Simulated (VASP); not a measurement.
A run of VASP 6.6.1 is set up as follows.

The input POSCAR:

```
AlGa3N4
1.0
    4.4653444522      0.0000000000      0.0000000000
    0.0000000000      4.4653444522      0.0000000000
    0.0000000000      0.0000000000      4.4653444522
Al Ga N
1 3 4
Direct
    0.0000000000      0.0000000000      0.0000000000
    0.5118765773      0.4881234227      0.0000000000
    0.5118765773     -0.0118765773      0.5000000000
    0.0118765773      0.4881234227      0.5000000000
    0.7553510553      0.7553510553      0.2446489447
    0.7553510553      0.2446489447      0.7553510553
    0.2446489447      0.7553510553      0.7553510553
    0.2446489447      0.2446489447      0.2446489447
```

File INCAR.step1:

```
ALGO     = Normal         # electronic algorithm
EDIFF    = 1E-4           # SCF threshold, eV
ENCUT    = 520            # plane-wave cutoff, eV
GGA      = PE             # functional
ISMEAR   = 0              # smearing method
LASPH    = True           # aspherical terms in the spheres
LCHARG   = False          # write CHGCAR
LREAL    = False          # projectors in reciprocal space
LWAVE    = True           # write WAVECAR
NBANDS   = 41             # bands
NELM     = 100            # most SCF steps
PREC     = Accurate       # precision mode
SIGMA    = 0.05           # smearing width, eV
```

File INCAR.step2:

```
ALGO     = Normal         # electronic algorithm
EDIFF    = 1E-6           # SCF threshold, eV
ENCUT    = 520            # plane-wave cutoff, eV
ISIF     = 2              # what is computed and relaxed
ISMEAR   = 0              # smearing method
ISTART   = 1            
LASPH    = True           # aspherical terms in the spheres
LCHARG   = True           # write CHGCAR
LELF     = True           # ELF
LMIXTAU  = True         
LREAL    = False          # projectors in reciprocal space
LVHAR    = True         
LWAVE    = False          # write WAVECAR
METAGGA  = R2SCAN         # meta-GGA
NBANDS   = 41             # bands
NELM     = 100            # most SCF steps
PREC     = Accurate       # precision mode
SIGMA    = 0.05           # smearing width, eV
```

KPOINTS

```
k-points
0
Gamma
  6 6 6
```

Potentials or basis: VASP PAW PBE potentials, release 64 (Al, Ga_d, N).

Command:

```sh
$ cat potpaw_PBE.64/Al/POTCAR potpaw_PBE.64/Ga_d/POTCAR potpaw_PBE.64/N/POTCAR > POTCAR
$ cp INCAR.step1 INCAR
$ mpirun -np 1 vasp_std > vasp.out
$ cp INCAR.step2 INCAR
$ mpirun -np 1 vasp_std > vasp.out
```

What does it give for the band gap on the k mesh?

2.67 eV.

Predict the largest force.

1.360 eV/Å.

What does it give for the pressure?

1.2 GPa.

Stress tensor (GPa, compression positive):
```
 1.06 -0.61 -2.61
-0.61  1.06  2.61
-2.61  2.61  1.41
```

Caveat: the cell differs from its parent crystal (all Ga atoms moved +0.075 Å, as atom 2 along Cartesian [1 -1 0]); the PAW data sets were made with another functional, which shifts forces and pressure a little.
